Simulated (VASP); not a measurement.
Set up this calculation in VASP 6.6.1, as the native input.

```
Task                   : single point
Functional             : r2SCAN
Potentials or basis    : VASP PAW PBE potentials, release 64 (Ti_sv, Os)
Cutoff                 : 520 eV
k mesh                 : 6 × 6 × 6
Occupations            : fermi-dirac, width 0.1 eV
Spin                   : no spin polarisation
Dipole correction      : no
Further INCAR settings : ALGO = Normal; EDIFF = 1e-06; NBANDS = 26
```

Crystal: TiOs3.

```
CELL_PARAMETERS angstrom
3.93889 0.00000 0.00000
0.00000 3.93889 0.00000
0.00000 0.00000 3.93889
ATOMIC_POSITIONS crystal
Ti 0.00000 0.00000 0.00000
Os 0.50000 0.50000 0.00000
Os 0.50000 0.00000 0.50000
Os 0.00000 0.50000 0.50000
```

The input as run:

POSCAR

```
TiOs3
1.0
    3.9388902090      0.0000000000      0.0000000000
    0.0000000000      3.9388902090      0.0000000000
    0.0000000000      0.0000000000      3.9388902090
Ti Os
1 3
Direct
    0.0000000000      0.0000000000      0.0000000000
    0.5000000000      0.5000000000      0.0000000000
    0.5000000000      0.0000000000      0.5000000000
    0.0000000000      0.5000000000      0.5000000000
```

INCAR.step1

```
SYSTEM = TiOs3
ALGO = Normal ; EDIFF = 1E-4
ENCUT = 520 ; GGA = PE
ISMEAR = -1 ; LASPH = .True.
LCHARG = .False. ; LREAL = .False.
LWAVE = .True. ; NBANDS = 26
NELM = 100 ; PREC = Accurate
SIGMA = 0.1
```

INCAR.step2

```
SYSTEM = TiOs3
ALGO = Normal ; EDIFF = 1E-6
ENCUT = 520 ; ISIF = 2
ISMEAR = -1 ; ISTART = 1
LASPH = .True. ; LCHARG = .False.
LMIXTAU = .True. ; LREAL = .False.
LWAVE = .False. ; METAGGA = R2SCAN
NBANDS = 26 ; NELM = 100
PREC = Accurate ; SIGMA = 0.1
```

KPOINTS

```
k-points
0
Gamma
  6 6 6
  0 0 0
```

Potentials or basis: VASP PAW PBE potentials, release 64 (Ti_sv, Os).

Command:

```console
$ cat potpaw_PBE.64/Ti_sv/POTCAR potpaw_PBE.64/Os/POTCAR > POTCAR
$ cp INCAR.step1 INCAR
$ mpirun -np 1 vasp_std > vasp.out
$ cp INCAR.step2 INCAR
$ mpirun -np 1 vasp_std > vasp.out
```

Results of the run:

```json
{
  "Pressure": "-16.8 GPa",
  "Band gap on the k mesh": "zero (band 18 reaches 10.88 eV, above the bottom of band 19 at 7.21 eV)"
}
```

Caveat: the PAW data sets were made with another functional, which shifts forces and pressure a little; spin-orbit coupling is left out, which moves the levels of the heavy elements.

Wall time 64 s on 1 thread of Intel(R) Xeon(R) 6975P-C (Granite Rapids), on a shared host, peak memory 0.19 GiB.
